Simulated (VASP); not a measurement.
# In2Sb: single point with PBEsol

The system is In2Sb.

```xyz
6
Lattice="5.3333 0.0000 0.0000 -2.6667 4.6188 0.0000 0.0000 0.0000 6.3928" Properties=species:S:1:pos:R:3 pbc="T T T"
In    2.6667    1.5396    1.5910
In    0.0000    3.0792    4.7874
In    0.0000    0.0000    3.2964
In    0.0000    0.0000    0.1000
Sb    2.6667    1.5396    4.7071
Sb    0.0000    3.0792    1.5107
```

This cell differs from its parent crystal: atoms displaced along a vibrational mode.

| Quantity | Value |
| --- | --- |
| Program | VASP 6.6.1 |
| Task | single point |
| Functional | PBEsol |
| Potentials or basis | VASP PAW PBE potentials, release 64 (In_d, Sb) |
| Cutoff | 520 eV |
| k mesh | 12 × 12 × 8 |
| Occupations | gaussian, width 0.15 eV |
| Spin | no spin polarisation |
| Dipole correction | no |
| Further INCAR settings | ALGO = Fast; EDIFF = 1e-07; NBANDS = 40 |

```
Pressure               : 0.1 GPa
Largest force          : 0.026 eV/Å
Band gap on the k mesh : zero (bands 31 and 32 overlap by 2.22 eV)
```

Forces on the atoms (eV/Å):
```
In   0.000  0.000 -0.006
In   0.000  0.000 -0.006
In   0.000  0.000 -0.019
In   0.000  0.000 -0.019
Sb   0.000  0.000  0.026
Sb   0.000  0.000  0.026
```

Stress tensor (GPa, compression positive):
```
 0.23  0.00  0.00
 0.00  0.23  0.00
 0.00  0.00 -0.15
```

Levels at points of the mesh, in eV from the Fermi level:
| k point | band 27 | band 28 | band 29 | band 30 | band 31 | band 32 | band 33 | band 34 | band 35 | band 36 |
| --- | --- | --- | --- | --- | --- | --- | --- | --- | --- | --- |
| (0.00, 0.00, 0.00) | -2.63 | -1.99 | -1.99 | -1.29 | -0.74 | -0.27 | -0.27 | 0.27 | 0.51 | 2.02 |
| (0.50, 0.00, 0.00) | -3.84 | -3.75 | -1.64 | -1.60 | -1.23 | 1.42 | 1.61 | 2.21 | 3.54 | 3.57 |
| (0.00, 0.00, 0.50) | -2.00 | -2.00 | -2.00 | -2.00 | -0.86 | -0.86 | -0.41 | -0.41 | -0.41 | -0.41 |
| (0.50, 0.00, 0.50) | -3.31 | -3.31 | -0.31 | -0.31 | 0.83 | 0.83 | 2.70 | 2.70 | 3.10 | 3.10 |

It took 16 min on 1 thread of Oxide Virtual Turin-like Processor (shared host), peak memory 0.55 GiB.

Caveat: the cell differs from its parent crystal (atoms displaced along a vibrational mode); the PAW data sets were made with another functional, which shifts forces and pressure a little; spin-orbit coupling is left out, which moves the levels of the heavy elements.
